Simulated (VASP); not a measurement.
# SiC (P3m1) in VASP: further runs

SiC is run at these levels: PBE; tasks: single point.

Everything below comes from runs of VASP 6.6.1. Logs are shortened: lines on timing, memory, paths and dates and some standing lists are left out, and cuts for length are marked.

### Step 1. The cell of the first run

The structure is trigonal, space group P3m1 (No. 156). Conventional cell: a = 3.097 Å, b = 3.097 Å, c = 18.172 Å, α = 90.00°, β = 90.00°, γ = 120.00°. Within 2.5 Å of Si (site symmetry 3m) lie 4 C at 1.90 Å. Within 2.5 Å of Si (site symmetry 3m) lie 4 C at 1.90 Å. Within 2.5 Å of Si (site symmetry 3m) lie 4 C at 1.90 Å. Within 2.5 Å of Si (site symmetry 3m) lie 4 C at 1.90 Å. Si (site symmetry 3m) has 4 C at 1.90 Å within 2.5 Å. Within 2.5 Å of Si (site symmetry 3m) lie 3 C at 1.90 Å. Within 2.5 Å of C (site symmetry 3m) lie 4 Si at 1.90 Å. C (site symmetry 3m) has 4 Si at 1.90 Å within 2.5 Å.

### Step 2. Single point, PBE (the distance across one plane changed)

INCAR reads:

```
SYSTEM = SiC
  PREC = Accurate
  ENCUT = 520
  EDIFF = 1E-6
  ISMEAR = 0
  SIGMA = 0.05
  LREAL = .FALSE.
  LASPH = .TRUE.
  NELM = 100
  ALGO = Normal
  ISIF = 2
  LWAVE = .FALSE.
  LCHARG = .FALSE.
  GGA = PE
  NBANDS = 36
```

KPOINTS reads:

```
regular mesh
0
G
  10 10 2
  0 0 0
```

POSCAR reads:

```
SiC
1.0
    2.1898640950     -2.1898640950      0.0000000000
    2.1898640950      0.0000000000     -2.1898640950
   10.4915071875     10.4915071875     10.4915071875
Si C
6 6
Direct
    1.0000000000      0.0000000000      0.3304570805
    0.3333333333      0.3333333333      0.1913055391
    0.6666666667      0.6666666667      0.4696086219
    1.0000000000      1.0000000000      0.7479117047
    0.3333333333      0.3333333333      0.6087601633
    0.6666666667      0.6666666667      0.0521539977
    0.6666666667      0.6666666667      0.3652449658
    0.0000000000      0.0000000000      0.2260934245
    0.3333333333      0.3333333333      0.5043965072
    0.6666666667      0.6666666667      0.7826995900
    0.0000000000      0.0000000000      0.6435480486
    0.3333333333      0.3333333333      0.0869418831
```

Potentials or basis: VASP PAW PBE potentials, release 64 (Si, C).

Run with:

```console
cat potpaw_PBE.64/Si/POTCAR potpaw_PBE.64/C/POTCAR > POTCAR
mpirun -np 1 vasp_std > vasp.out
```

OUTCAR:

```text
SYSTEM = SiC
   PREC = Accurate
   ENCUT = 520
   EDIFF = 1E-6
   ISMEAR = 0
   LREAL = .FALSE.
   LASPH = .TRUE.
   NELM = 100
   ISIF = 2
   GGA = PE

 ion  position               nearest neighbor table
   1  0.000  0.000  0.330-   8 1.90   7 1.90   7 1.90   7 1.90   2 3.10   3 3.10   2 3.10   2 3.10
                             3 3.10   3 3.10
   2  0.333  0.333  0.191-  12 1.90   8 1.90   8 1.90   8 1.90   1 3.10   6 3.10   6 3.10   1 3.10
                             1 3.10   6 3.10
   3  0.667  0.667  0.470-   9 1.90   9 1.90   9 1.90   7 1.90   5 3.10   5 3.10   1 3.10   1 3.10
                             1 3.10   5 3.10
   4  0.000  0.000  0.748-  10 1.90  10 1.90  10 1.90  11 1.90   5 3.10   5 3.10   5 3.10
   5  0.333  0.333  0.609-  11 1.90  11 1.90  11 1.90   9 1.90   3 3.10   3 3.10   4 3.10   4 3.10
                             4 3.10   3 3.10
   6  0.667  0.667  0.052-  12 1.90  12 1.90  12 1.90   2 3.10   2 3.10   2 3.10
   7  0.667  0.667  0.365-   1 1.90   1 1.90   1 1.90   3 1.90
   8  0.000  0.000  0.226-   1 1.90   2 1.90   2 1.90   2 1.90
   9  0.333  0.333  0.504-   3 1.90   3 1.90   3 1.90   5 1.90
  10  0.667  0.667  0.783-   4 1.90   4 1.90   4 1.90
  11  0.000  0.000  0.644-   5 1.90   5 1.90   5 1.90   4 1.90
  12  0.333  0.333  0.087-   2 1.90   6 1.90   6 1.90   6 1.90

  LATTYP: Found a hexagonal cell.
 ALAT       =     3.0969355029
 C/A-ratio  =     5.8676790265

  Lattice vectors:

 A1 = (  -2.1898640950,   0.0000000000,   2.1898640950)
 A2 = (   2.1898640950,  -2.1898640950,   0.0000000000)
 A3 = (  10.4915071875,  10.4915071875,  10.4915071875)

Analysis of symmetry for initial positions (statically):
=====================================================================
 Subroutine PRICEL returns:
 Original cell was already a primitive cell.

 Routine SETGRP: Setting up the symmetry group for a
 hexagonal supercell.

 Subroutine GETGRP returns: Found  6 space group operations
 (whereof  6 operations were pure point group operations)
 out of a pool of 24 trial point group operations.

The static configuration has the point symmetry C_3v.

Analysis of symmetry for dynamics (positions and initial velocities):
=====================================================================
 Subroutine PRICEL returns:
 Original cell was already a primitive cell.

 Routine SETGRP: Setting up the symmetry group for a
 hexagonal supercell.

 Subroutine GETGRP returns: Found  6 space group operations
 (whereof  6 operations were pure point group operations)
 out of a pool of 24 trial point group operations.

The dynamic configuration has the point symmetry C_3v.

 Subroutine INISYM returns: Found  6 space group operations
 (whereof  6 operations are pure point group operations),
 and found     1 'primitive' translations

----------------------------------------------------------------------------------------

                                     Primitive cell

  volume of cell :     150.9362

  direct lattice vectors                    reciprocal lattice vectors
     2.189864095 -2.189864095  0.000000000     0.152216448 -0.304432895  0.152216448
     2.189864095  0.000000000 -2.189864095     0.152216448  0.152216448 -0.304432895
    10.491507187 10.491507187 10.491507187     0.031771730  0.031771730  0.031771730

  length of vectors
     3.096935503  3.096935503 18.171823497     0.372852627  0.372852627  0.055030251

  position of ions in fractional coordinates (direct lattice)
     0.000000000  0.000000000  0.330457080
     0.333333333  0.333333333  0.191305539
     0.666666667  0.666666667  0.469608622
     0.000000000  0.000000000  0.747911705
     0.333333333  0.333333333  0.608760163
     0.666666667  0.666666667  0.052153998
     0.666666667  0.666666667  0.365244966
     0.000000000  0.000000000  0.226093425
     0.333333333  0.333333333  0.504396507
     0.666666667  0.666666667  0.782699590
     0.000000000  0.000000000  0.643548049
     0.333333333  0.333333333  0.086941883

  ion indices of the primitive-cell ions
   primitive index   ion index
                 1           1
                 2           2
                 3           3
                 4           4
                 5           5
                 6           6
                 7           7
                 8           8
                 9           9
                10          10
                11          11
                12          12

----------------------------------------------------------------------------------------

 KPOINTS: regular mesh

Automatic generation of k-mesh.
 Grid dimensions read from file:
 generate k-points for:   10   10    2

 Generating k-lattice:

  Cartesian coordinates                     Fractional coordinates (reciprocal lattice)
     0.015221645 -0.030443290  0.015221645     0.100000000  0.000000000  0.000000000
     0.015221645  0.015221645 -0.030443290     0.000000000  0.100000000  0.000000000
     0.015885865  0.015885865  0.015885865     0.000000000  0.000000000  0.500000000

  Length of vectors
     0.037285263  0.037285263  0.027515125

  Shift w.r.t. Gamma in fractional coordinates (k-lattice)
     0.000000000  0.000000000  0.000000000

 Subroutine IBZKPT returns following result:
 ===========================================

 Found     28 irreducible k-points:

 Following reciprocal coordinates:
            Coordinates               Weight
  0.000000  0.000000  0.000000      1.000000
  0.100000  0.000000  0.000000      6.000000
  0.200000  0.000000  0.000000      6.000000
  0.300000  0.000000  0.000000      6.000000
  0.400000  0.000000  0.000000      6.000000
  0.500000  0.000000  0.000000      3.000000
[... 16 lines left out ...]
  0.400000  0.100000  0.500000     12.000000
  0.500000  0.100000  0.500000     12.000000
 [... further k-points ...]
   k-points           NKPTS =     28   k-points in BZ     NKDIM =     28   number of bands    NBANDS=     36
   number of dos      NEDOS =    301   number of ions     NIONS =     12
   total plane-waves  NPLWV =  80640
   dimension x,y,z NGX =    24 NGY =   24 NGZ =  140
   dimension x,y,z NGXF=    48 NGYF=   48 NGZF=  280
   ions per type =               6   6
   NGX,Y,Z   is equivalent  to a cutoff of  12.88, 12.88, 12.81 a.u.
   NGXF,Y,Z  is equivalent  to a cutoff of  25.77, 25.77, 25.62 a.u.
 SYSTEM =  SiC
   PREC   = accura    normal or accurate (medium, high low for compatibility)
   ISTART =      0    job   : 0-new  1-cont  2-samecut
   ICHARG =      2    charge: 1-file 2-atom 10-const
   ISPIN  =      1    spin polarized calculation?
   LNONCOLLINEAR =      F non collinear calculations
   LSORBIT =      F    spin-orbit coupling
   LASPH  =      T    aspherical Exc in radial PAW
   ENCUT  =  520.0 eV  38.22 Ry    6.18 a.u.   5.76  5.76 33.79*2*pi/ulx,y,z
   NELM   =    100;   NELMIN=  2; NELMDL= -5     # of ELM steps
   EDIFF  = 0.1E-05   stopping-criterion for ELM
   LREAL  =      F    real-space projection
   EDIFFG = 0.1E-04   stopping-criterion for IOM
   NSW    =      0    number of steps for IOM
   IBRION =     -1    ionic relax: 0-MD 1-quasi-New 2-CG
   NFREE  =      0    steps in history (QN), initial steepest desc. (CG)
   ISIF   =      2    stress and relaxation
   ISYM   =      2    0-nonsym 1-usesym 2-fastsym
   POTIM  = 0.5000    time-step for ionic-motion
   TEBEG  =    0.0;   TEEND  =   0.0 temperature during run
   PSTRESS=    0.0 pullay stress
   NELECT =      48.0000    total number of electrons
   NUPDOWN=      -1.0000    fix difference up-down
   EMIN   =  10.00;   EMAX   =-10.00  energy-range for DOS
   EFERMI =   0.00;   METHOD = LEGACY
   ISMEAR =     0;   SIGMA  =   0.05  broadening in eV -4-tet -1-fermi 0-gaus
   EFERMI_NEDOS =   21; number of points for ismear=-14 and -15
   IALGO  =     38    algorithm
   IMIX   =      4    mixing-type and parameters
     AMIX     =   0.40;   BMIX     =  1.00
     AMIX_MAG =   1.60;   BMIX_MAG =  1.00
  volume/ion in A,a.u.               =      12.58        84.88
  Fermi-wavevector in a.u.,A,eV,Ry     =   1.117440  2.111655 16.989206  1.248671
  Thomas-Fermi vector in A             =   2.254062
   LORBIT       =      0    0 simple, 1 ext, 2 COOP (PROOUT), +10 PAW based schemes
   GGA     = PE    functional components
   LHFCALC =     F    Hartree Fock is set to
   AEXX    =    0.0000 exact exchange contribution
   IVDW    =     0    specifies the selected vdW correction
   LEPSILON=     F    determine dielectric tensor
   LRPA    =     F    only Hartree local field effects (RPA)
 non-spin polarized calculation
 Gauss-broadening in eV      SIGMA  =   0.05
  energy-cutoff  :      520.00
  volume of cell :      150.94
 maximum number of plane-waves:      4104
   NGX = 11   NGY = 11   NGZ = 67

 number of electron      48.0000003 magnetization

 Free energy of the ion-electron system (eV)
  ---------------------------------------------------
  ext. energy  EPLUGINS =         0.00000000
  ---------------------------------------------------
  free energy    TOTEN  =       -86.17257487 eV

  energy without entropy =      -86.16330049  energy(sigma->0) =      -86.16793768

 E-fermi :   6.4102     XC(G=0): -10.1006

 val. band max:        6.3944643533   @ k =   0.4000   0.0000   0.5000
 cond. band min:       6.4122145253   @ k =   0.4000   0.2000   0.0000
 fundamental gap:      0.0177501720
 Fermi energy:         6.4102303810

 k-point     1 :       0.0000    0.0000    0.0000
  band No.  band energies     occupation
      1      -9.8121      2.00000
      2      -9.3008      2.00000
      3      -8.6834      2.00000
      4      -7.8989      2.00000
      5      -7.0318      2.00000
      6      -5.9310      2.00000
[... 28 lines left out ...]
     35      12.6492      0.00000
     36      12.8032      0.00000
[... 866 lines left out ...]
      6      -3.6470      2.00000
[... 28 lines left out ...]
     35      12.8429      0.00000
     36      12.9318      0.00000

 [... further k-points ...]

------------------------ aborting loop because EDIFF is reached ----------------------------------------

  FORCE on cell =-STRESS in cart. coord.  units (eV):
  Direction    XX          YY          ZZ          XY          YZ          ZX
  --------------------------------------------------------------------------------------
  -------------------------------------------------------------------------------------
  Total       -0.6228742     -0.6228742     -0.6228742     -0.5245350     -0.5245350     -0.5245350
  in kB       -6.6117661     -6.6117661     -6.6117661     -5.5679018     -5.5679018     -5.5679018
  external PRESSURE =      -6.6117661 kB  Pullay stress =       0.0000000 kB

 VOLUME and BASIS-vectors are now :
 -----------------------------------------------------------------------------
  energy-cutoff  :      520.00
  volume of cell :      150.94
      direct lattice vectors                 reciprocal lattice vectors
     2.189864095 -2.189864095  0.000000000     0.152216448 -0.304432895  0.152216448
     2.189864095  0.000000000 -2.189864095     0.152216448  0.152216448 -0.304432895
    10.491507187 10.491507187 10.491507187     0.031771730  0.031771730  0.031771730

 POSITION                                       TOTAL-FORCE (eV/Angst)
 -----------------------------------------------------------------------------------
      3.46699      3.46699      3.46699         0.153324      0.153324      0.153324
      3.46699      1.27713      1.27713         0.179756      0.179756      0.179756
      7.84672      3.46699      3.46699         0.129328      0.129328      0.129328
      7.84672      7.84672      7.84672         1.588315      1.588315      1.588315
      7.84672      5.65686      5.65686         0.207949      0.207949      0.207949
      3.46699     -0.91274     -0.91274         0.376335      0.376335      0.376335
      6.75179      2.37206      2.37206        -0.128336     -0.128336     -0.128336
      2.37206      2.37206      2.37206        -0.180637     -0.180637     -0.180637
      6.75179      4.56192      4.56192        -0.146524     -0.146524     -0.146524
     11.13152      6.75179      6.75179        -1.209370     -1.209370     -1.209370
      6.75179      6.75179      6.75179        -0.388306     -0.388306     -0.388306
      2.37206      0.18220      0.18220        -0.581835     -0.581835     -0.581835
 -----------------------------------------------------------------------------------
    total drift:                               -0.003462     -0.003462     -0.003462

  FREE ENERGIE OF THE ION-ELECTRON SYSTEM (eV)
  ---------------------------------------------------
  free  energy   TOTEN  =       -86.1725748721 eV

  energy  without entropy=      -86.1633004861  energy(sigma->0) =      -86.16793768
```

Wall time 4.1 min (1 thread of Intel Xeon 6975P-C (Granite Rapids), shared host); peak memory 0.31 GiB.

What came out:

| Item | Value |
| --- | --- |
| Free energy | -86.1726 eV |
| Pressure | -0.7 GPa |
| Largest force | 2.751 eV/Å |
| Band gap on the k mesh | zero (bands 24 and 25 overlap by 0.14 eV) |

Forces in eV/Å, atoms in the order of the input:
```
Si   0.153  0.153  0.153
Si   0.180  0.180  0.180
Si   0.129  0.129  0.129
Si   1.588  1.588  1.588
Si   0.208  0.208  0.208
Si   0.376  0.376  0.376
C   -0.128 -0.128 -0.128
C   -0.181 -0.181 -0.181
C   -0.147 -0.147 -0.147
C   -1.209 -1.209 -1.209
C   -0.388 -0.388 -0.388
C   -0.582 -0.582 -0.582
```

Caveat: the cell differs from its parent crystal (the distance across one plane changed); semilocal functionals underestimate gaps, so a narrow gap can read as zero; forces of over 1 eV/Å act on the atoms, so gaps and moduli don't describe the material at rest.

(Continued in part 2 of 2.)
